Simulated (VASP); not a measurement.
# Co3NiGe4 (R3) in VASP: notebook

Co3NiGe4 is run at these levels: PBE; tasks: single point.

All numbers are computed with VASP 6.6.1; they aren't measurements. Logs are shortened: lines on timing, memory, paths and dates and some standing lists are left out, and cuts for length are marked.

### Step 1. The cell of the first run

The structure is trigonal, space group R3 (No. 146). Conventional cell: a = 6.577 Å, b = 6.577 Å, c = 8.078 Å, α = 90.00°, β = 90.00°, γ = 120.00°. Co (site symmetry 1) has 7 Ge at 2.38 to 2.62 Å and 2 Ni at 2.83 to 2.85 Å and 4 Co at 2.85 to 2.89 Å within 3.1 Å. Within 3.2 Å of Ni (site symmetry 3) lie 7 Ge at 2.42 to 2.62 Å and 6 Co at 2.83 to 2.85 Å. Ge (site symmetry 3) has 6 Co at 2.42 to 2.61 Å and 1 Ni at 2.42 Å and 6 Ge at 2.87 to 2.91 Å within 3.2 Å. Within 3.1 Å of Ge (site symmetry 1) lie 5 Co at 2.38 to 2.62 Å and 2 Ni at 2.42 to 2.62 Å and 6 Ge at 2.87 to 2.91 Å.

### Step 2. Single point, PBE

INCAR reads:

```
  PREC = Accurate
  ENCUT = 520
  EDIFF = 1E-6
  ISMEAR = 0
  SIGMA = 0.1
  LREAL = F
  LASPH = T
  NELM = 100
  ALGO = Normal
  ISIF = 2
  LWAVE = F
  LCHARG = F
  GGA = PE
  NBANDS = 56
```

KPOINTS reads:

```
Automatic mesh
0
Gamma
  6 6 6
```

POSCAR reads:

```
Co3NiGe4
1.0
    3.2884845000      1.8986074000      2.6927073000
   -3.2884845000      1.8986074000      2.6927073000
    0.0000000000     -3.7972148000      2.6927073000
Co Ni Ge
3 1 4
Direct
    0.8601800000      0.3660710000      0.1350310000
    0.1350310000      0.8601800000      0.3660710000
    0.3660710000      0.1350310000      0.8601800000
    0.6372630000      0.6372630000      0.6372630000
    0.3371380000      0.3371380000      0.3371380000
    0.1610400000      0.6601300000      0.8431490000
    0.8431490000      0.1610400000      0.6601300000
    0.6601300000      0.8431490000      0.1610400000
```

Potentials or basis: VASP PAW PBE potentials, release 64 (Co, Ni, Ge_d).

The run is started by

```
> cat potpaw_PBE.64/Co/POTCAR potpaw_PBE.64/Ni/POTCAR potpaw_PBE.64/Ge_d/POTCAR > POTCAR
> mpirun -np 1 vasp_std > vasp.out
```

OUTCAR:

```text
PREC = Accurate
   ENCUT = 520
   EDIFF = 1E-6
   ISMEAR = 0
   LREAL = F
   LASPH = T
   NELM = 100
   ISIF = 2
   GGA = PE

 ion  position               nearest neighbor table
   1  0.860  0.366  0.135-   6 2.38   8 2.41   7 2.41   5 2.42   8 2.61   5 2.61   7 2.62   4 2.83
                             2 2.85   3 2.85   4 2.85   3 2.89   2 2.89
   2  0.135  0.860  0.366-   7 2.38   6 2.41   8 2.41   5 2.42   6 2.61   5 2.61   8 2.62   4 2.83
                             3 2.85   1 2.85   4 2.85   3 2.89   1 2.89
   3  0.366  0.135  0.860-   8 2.38   7 2.41   6 2.41   5 2.42   7 2.61   5 2.61   6 2.62   4 2.83
                             2 2.85   1 2.85   4 2.85   2 2.89   1 2.89
   4  0.637  0.637  0.637-   8 2.42   6 2.42   7 2.42   5 2.42   8 2.62   7 2.62   6 2.62   2 2.83
                             1 2.83   3 2.83   3 2.85   1 2.85   2 2.85
   5  0.337  0.337  0.337-   3 2.42   2 2.42   1 2.42   4 2.42   3 2.61   1 2.61   2 2.61   7 2.87
                             6 2.87   8 2.87   8 2.91   6 2.91   7 2.91
   6  0.161  0.660  0.843-   1 2.38   2 2.41   3 2.41   4 2.42   2 2.61   3 2.62   4 2.62   5 2.87
                             8 2.89   7 2.89   7 2.89   8 2.89   5 2.91
   7  0.843  0.161  0.660-   2 2.38   3 2.41   1 2.41   4 2.42   3 2.61   1 2.62   4 2.62   5 2.87
                             8 2.89   6 2.89   8 2.89   6 2.89   5 2.91
   8  0.660  0.843  0.161-   3 2.38   1 2.41   2 2.41   4 2.42   1 2.61   2 2.62   4 2.62   5 2.87
                             7 2.89   6 2.89   7 2.89   6 2.89   5 2.91

  LATTYP: Found a trigonal (rhomboedric) cell.
 ALAT       =     4.6550524132
 COS(alpha) =     0.0019037048

  Lattice vectors:

 A1 = (   3.2884845000,   1.8986074000,   2.6927073000)
 A2 = (  -3.2884845000,   1.8986074000,   2.6927073000)
 A3 = (   0.0000000000,  -3.7972148000,   2.6927073000)

Analysis of symmetry for initial positions (statically):
=====================================================================
 Subroutine PRICEL returns:
 Original cell was already a primitive cell.

 Routine SETGRP: Setting up the symmetry group for a
 trigonal (rhombohedral) supercell.

 Subroutine GETGRP returns: Found  3 space group operations
 (whereof  3 operations were pure point group operations)
 out of a pool of 12 trial point group operations.

The static configuration has the point symmetry C_3 .

Analysis of symmetry for dynamics (positions and initial velocities):
=====================================================================
 Subroutine PRICEL returns:
 Original cell was already a primitive cell.

 Routine SETGRP: Setting up the symmetry group for a
 trigonal (rhombohedral) supercell.

 Subroutine GETGRP returns: Found  3 space group operations
 (whereof  3 operations were pure point group operations)
 out of a pool of 12 trial point group operations.

The dynamic configuration has the point symmetry C_3 .

 Subroutine INISYM returns: Found  3 space group operations
 (whereof  3 operations are pure point group operations),
 and found     1 'primitive' translations

----------------------------------------------------------------------------------------

                                     Primitive cell

  volume of cell :     100.8722

  direct lattice vectors                    reciprocal lattice vectors
     3.288484500  1.898607400  2.692707300     0.152045722  0.087783639  0.123791150
    -3.288484500  1.898607400  2.692707300    -0.152045722  0.087783639  0.123791150
     0.000000000 -3.797214800  2.692707300     0.000000000 -0.175567278  0.123791150

  length of vectors
     4.655052413  4.655052413  4.655052399     0.214821129  0.214821129  0.214821130

  position of ions in fractional coordinates (direct lattice)
     0.860180000  0.366071000  0.135031000
     0.135031000  0.860180000  0.366071000
     0.366071000  0.135031000  0.860180000
     0.637263000  0.637263000  0.637263000
     0.337138000  0.337138000  0.337138000
     0.161040000  0.660130000  0.843149000
     0.843149000  0.161040000  0.660130000
     0.660130000  0.843149000  0.161040000

  ion indices of the primitive-cell ions
   primitive index   ion index
                 1           1
                 2           2
                 3           3
                 4           4
                 5           5
                 6           6
                 7           7
                 8           8

----------------------------------------------------------------------------------------

 KPOINTS: Automatic mesh

Automatic generation of k-mesh.
 Grid dimensions read from file:
 generate k-points for:    6    6    6

 Generating k-lattice:

  Cartesian coordinates                     Fractional coordinates (reciprocal lattice)
     0.025340954  0.014630607  0.020631858     0.166666667 -0.000000000  0.000000000
    -0.025340954  0.014630607  0.020631858    -0.000000000  0.166666667  0.000000000
     0.000000000 -0.029261213  0.020631858     0.000000000  0.000000000  0.166666667

  Length of vectors
     0.035803522  0.035803522  0.035803522

  Shift w.r.t. Gamma in fractional coordinates (k-lattice)
     0.000000000  0.000000000  0.000000000

 Subroutine IBZKPT returns following result:
 ===========================================

 Found     40 irreducible k-points:

 Following reciprocal coordinates:
            Coordinates               Weight
  0.000000  0.000000  0.000000      1.000000
  0.166667 -0.000000 -0.000000      6.000000
  0.333333  0.000000 -0.000000      6.000000
  0.500000  0.000000 -0.000000      3.000000
  0.166667  0.166667 -0.000000      6.000000
  0.333333  0.166667 -0.000000      6.000000
[... 16 lines left out ...]
  0.333333  0.333333  0.166667      6.000000
  0.500000  0.333333  0.166667      6.000000
 [... further k-points ...]
   k-points           NKPTS =     40   k-points in BZ     NKDIM =     40   number of bands    NBANDS=     56
   number of dos      NEDOS =    301   number of ions     NIONS =      8
   total plane-waves  NPLWV =  46656
   dimension x,y,z NGX =    36 NGY =   36 NGZ =   36
   dimension x,y,z NGXF=    72 NGYF=   72 NGZF=   72
   ions per type =               3   1   4
   NGX,Y,Z   is equivalent  to a cutoff of  12.86, 12.86, 12.86 a.u.
   NGXF,Y,Z  is equivalent  to a cutoff of  25.71, 25.71, 25.71 a.u.
 SYSTEM =  unknown system
   PREC   = accura    normal or accurate (medium, high low for compatibility)
   ISTART =      0    job   : 0-new  1-cont  2-samecut
   ICHARG =      2    charge: 1-file 2-atom 10-const
   ISPIN  =      1    spin polarized calculation?
   LNONCOLLINEAR =      F non collinear calculations
   LSORBIT =      F    spin-orbit coupling
   LASPH  =      T    aspherical Exc in radial PAW
   ENCUT  =  520.0 eV  38.22 Ry    6.18 a.u.   8.66  8.66  8.66*2*pi/ulx,y,z
   NELM   =    100;   NELMIN=  2; NELMDL= -5     # of ELM steps
   EDIFF  = 0.1E-05   stopping-criterion for ELM
   LREAL  =      F    real-space projection
   EDIFFG = 0.1E-04   stopping-criterion for IOM
   NSW    =      0    number of steps for IOM
   IBRION =     -1    ionic relax: 0-MD 1-quasi-New 2-CG
   NFREE  =      0    steps in history (QN), initial steepest desc. (CG)
   ISIF   =      2    stress and relaxation
   ISYM   =      2    0-nonsym 1-usesym 2-fastsym
   POTIM  = 0.5000    time-step for ionic-motion
   TEBEG  =    0.0;   TEEND  =   0.0 temperature during run
   PSTRESS=    0.0 pullay stress
   NELECT =      93.0000    total number of electrons
   NUPDOWN=      -1.0000    fix difference up-down
   EMIN   =  10.00;   EMAX   =-10.00  energy-range for DOS
   EFERMI =   0.00;   METHOD = LEGACY
   ISMEAR =     0;   SIGMA  =   0.10  broadening in eV -4-tet -1-fermi 0-gaus
   EFERMI_NEDOS =   21; number of points for ismear=-14 and -15
   IALGO  =     38    algorithm
   IMIX   =      4    mixing-type and parameters
     AMIX     =   0.40;   BMIX     =  1.00
     AMIX_MAG =   1.60;   BMIX_MAG =  1.00
  volume/ion in A,a.u.               =      12.61        85.09
  Fermi-wavevector in a.u.,A,eV,Ry     =   1.593353  3.011001 34.542118  2.538774
  Thomas-Fermi vector in A             =   2.691596
   LORBIT       =      0    0 simple, 1 ext, 2 COOP (PROOUT), +10 PAW based schemes
   GGA     = PE    functional components
   LHFCALC =     F    Hartree Fock is set to
   AEXX    =    0.0000 exact exchange contribution
   IVDW    =     0    specifies the selected vdW correction
   LEPSILON=     F    determine dielectric tensor
   LRPA    =     F    only Hartree local field effects (RPA)
 non-spin polarized calculation
 Gauss-broadening in eV      SIGMA  =   0.10
  energy-cutoff  :      520.00
  volume of cell :      100.87
 maximum number of plane-waves:      2800
 NGX is ok and might be reduce to    36
   NGX = 17   NGY = 17   NGZ = 17

 number of electron      92.9999962 magnetization

 Free energy of the ion-electron system (eV)
  ---------------------------------------------------
  ext. energy  EPLUGINS =         0.00000000
  ---------------------------------------------------
  free energy    TOTEN  =       -46.24562242 eV

  energy without entropy =      -46.22266298  energy(sigma->0) =      -46.23414270

 E-fermi :  10.1783     XC(G=0): -12.9833

 val. band max:       10.1780492054   @ k =  -0.1667   0.1667   0.1667
 cond. band min:      10.1904691662   @ k =   0.5000   0.3333   0.1667
 fundamental gap:      0.0124199608
 Fermi energy:        10.1782641785

 k-point     1 :       0.0000    0.0000    0.0000
  band No.  band energies     occupation
      1     -14.9125      2.00000
      2     -14.8970      2.00000
      3     -14.8970      2.00000
      4     -14.8790      2.00000
      5     -14.8544      2.00000
      6     -14.8544      2.00000
[... 48 lines left out ...]
     55      13.2397      0.00000
     56      14.3660      0.00000

 k-point     2 :       0.1667   -0.0000   -0.0000
  band No.  band energies     occupation
      1     -14.9121      2.00000
      2     -14.8991      2.00000
      3     -14.8945      2.00000
      4     -14.8760      2.00000
      5     -14.8570      2.00000
      6     -14.8511      2.00000
[... 48 lines left out ...]
     55      13.6125      0.00000
     56      14.9964      0.00000

 k-point     3 :       0.3333    0.0000   -0.0000
  band No.  band energies     occupation
      1     -14.9103      2.00000
      2     -14.8988      2.00000
      3     -14.8913      2.00000
      4     -14.8781      2.00000
      5     -14.8577      2.00000
      6     -14.8482      2.00000
[... 1172 lines left out ...]
 k-point    23 :       0.3333    0.3333    0.1667
  band No.  band energies     occupation
      1     -14.9108      2.00000
      2     -14.8923      2.00000
      3     -14.8849      2.00000
      4     -14.8730      2.00000
      5     -14.8673      2.00000
      6     -14.8565      2.00000
[... 48 lines left out ...]
     55      14.4887      0.00000
     56      15.0411      0.00000

 k-point    24 :       0.5000    0.3333    0.1667
  band No.  band energies     occupation
      1     -14.9062      2.00000
      2     -14.8941      2.00000
      3     -14.8849      2.00000
      4     -14.8780      2.00000
      5     -14.8683      2.00000
      6     -14.8568      2.00000
[... 48 lines left out ...]
     55      15.1591      0.00000
     56      15.2126      0.00000

 [... further k-points ...]

------------------------ aborting loop because EDIFF is reached ----------------------------------------

  FORCE on cell =-STRESS in cart. coord.  units (eV):
  Direction    XX          YY          ZZ          XY          YZ          ZX
  --------------------------------------------------------------------------------------
  -------------------------------------------------------------------------------------
  Total        0.0981828      0.0981828      0.1197017     -0.0000001      0.0000000      0.0000000
  in kB        1.5594618      1.5594618      1.9012513     -0.0000018      0.0000000      0.0000000
  external PRESSURE =       1.6733916 kB  Pullay stress =       0.0000000 kB

 VOLUME and BASIS-vectors are now :
 -----------------------------------------------------------------------------
  energy-cutoff  :      520.00
  volume of cell :      100.87
      direct lattice vectors                 reciprocal lattice vectors
     3.288484500  1.898607400  2.692707300     0.152045722  0.087783639  0.123791150
    -3.288484500  1.898607400  2.692707300    -0.152045722  0.087783639  0.123791150
     0.000000000 -3.797214800  2.692707300     0.000000000 -0.175567278  0.123791150

 POSITION                                       TOTAL-FORCE (eV/Angst)
 -----------------------------------------------------------------------------------
      1.62487      1.81543      3.66553         0.003666     -0.008184     -0.003498
     -2.38464      0.49946      3.66553         0.005255      0.007267     -0.003498
      0.75977     -2.31489      3.66553        -0.008920      0.000917     -0.003498
      0.00000      0.00000      5.14789         0.000000      0.000000      0.008012
      0.00000      0.00000      2.72344         0.000000      0.000000     -0.000725
     -1.64125     -1.64254      4.48152        -0.001678     -0.007503      0.001069
      2.24310     -0.60009      4.48152         0.007337      0.002299      0.001069
     -0.60186      2.24263      4.48152        -0.005659      0.005204      0.001069
 -----------------------------------------------------------------------------------
    total drift:                               -0.000000      0.000025      0.003047

  FREE ENERGIE OF THE ION-ELECTRON SYSTEM (eV)
  ---------------------------------------------------
  free  energy   TOTEN  =       -46.2456224204 eV

  energy  without entropy=      -46.2226629840  energy(sigma->0) =      -46.23414270
```

Run time: 3.8 min. Hardware: 1 thread of Intel Xeon Platinum 8259CL at 2.50GHz (Skylake/Cascade Lake), shared host; peak memory 0.33 GiB.

Results:

```
Free energy            : -46.2456 eV
Pressure               : 0.2 GPa
Largest force          : 0.010 eV/Å
Band gap on the k mesh : zero (an odd number of electrons rules out a gap without spin polarisation)
```

Forces in eV/Å, atoms in the order of the input:
```
Co   0.004 -0.008 -0.003
Co   0.005  0.007 -0.003
Co  -0.009  0.001 -0.003
Ni   0.000  0.000  0.008
Ge   0.000  0.000 -0.001
Ge  -0.002 -0.008  0.001
Ge   0.007  0.002  0.001
Ge  -0.006  0.005  0.001
```

Caveat: the run has no spin polarisation, though such a crystal can be magnetic. Spin polarisation is off, so any magnetic state and its effect on volume and gap are missing.

[end of part 1 of 2]
